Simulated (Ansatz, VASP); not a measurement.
**One calculation of Si4S, two programs**

```
Si S
1.0
     1.95426    1.12829    8.11865
    -1.95426    1.12829    8.11865
     0.00000   -2.25659    8.11865
Si S
4 1
Direct
  0.91266 0.91266 0.91266
  0.08734 0.08734 0.08734
  0.45137 0.45137 0.45137
  0.54863 0.54863 0.54863
  0.00000 0.00000 0.00000
```

Alike in both runs: functional PBE; k mesh 5 × 5 × 5; occupations gaussian, width 0.2 eV; no spin polarisation.

Ansatz relaxed the structure, and its values are those at the end. VASP's run is a single point on that final structure, the one shown.

|  | VASP | Ansatz |
| --- | --- | --- |
| version | VASP 6.6.1 | Ansatz 0.2.0 |
| potentials or method | VASP PAW PBE potentials, release 64 (Si, S), cutoff 520 eV | scalar-relativistic, plane waves, PAW |
| valence electrons in the cell | 22 | 22 |

```csv
,VASP,Ansatz,Ansatz less VASP
gap on the k mesh at the Fermi level (eV),0.15,0.15,-0.009
least direct gap on the mesh (eV),0.73,0.72,-0.009
pressure (GPa),-0.1,0.1,+0.13
rms of the force components (eV/Å),0.016,0.008,-0.0082
```

The functional is the same, so the differences come from potentials, cutoffs and numerics.
